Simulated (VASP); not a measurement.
**Si4S: single point with PBE**

Si4S, a slab with vacuum:

```
Si S
1.0
     3.86754    0.00000    0.00000
     0.00000    3.86754    0.00000
     0.00000    0.00000   19.61151
Si S
4 1
Cartesian
  0.0000 1.9338 4.0000
  0.0000 0.0000 5.3674
  1.9338 0.0000 6.7705
  1.9338 1.9338 8.1115
  3.2229 1.9338 9.6613
```

```
Program                : VASP 6.6.1
Task                   : single point
Functional             : PBE
Potentials or basis    : VASP PAW PBE potentials, release 64 (Si, S)
Cutoff                 : 520 eV
k mesh                 : 7 × 7 × 1
Occupations            : gaussian, width 0.05 eV
Spin                   : collinear spin
Starting moments       : [0.0, 0.0, 0.0, 0.0, 2.0] μB
Dipole correction      : yes
Further INCAR settings : ALGO = Normal; EDIFF = 1e-06; NBANDS = 23
```

```
Largest force                                         : 1.001 eV/Å
Net moment                                            : 0.27 μB per cell
Site moments                                          : Si +0.04, +0.01, +0.02 (each value once); S +0.04 μB
Valence electrons inside the program's atomic spheres : Si 1.58, 1.67, 1.61 (each value once); S 3.69
```

Forces in eV/Å, atoms in the order of the input:
```
Si   0.084  0.000 -0.178
Si  -0.043  0.000  0.463
Si  -0.477  0.000 -0.413
Si  -0.563  0.000  0.153
S    1.000  0.000 -0.026
```

Levels at points of the mesh, in eV from the Fermi level:
Spin up:
| k point | band 7 | band 8 | band 9 | band 10 | band 11 | band 12 | band 13 | band 14 | band 15 | band 16 |
| --- | --- | --- | --- | --- | --- | --- | --- | --- | --- | --- |
| (0.00, 0.00, 0.00) | -1.82 | -1.46 | -1.25 | -0.50 | 0.05 | 0.63 | 1.49 | 1.82 | 2.39 | 2.91 |
Spin down:
| k point | band 9 | band 10 | band 11 | band 12 | band 13 | band 14 |
| --- | --- | --- | --- | --- | --- | --- |
| (0.00, 0.00, 0.00) | -1.18 | -0.41 | 0.14 | 0.68 | 1.52 | 1.86 |

It took 14 min on 1 thread of Intel Xeon 8259CL, with other jobs on the host, peak memory 0.53 GiB.

Caveat: a moment this small can come from the mesh or the smearing.
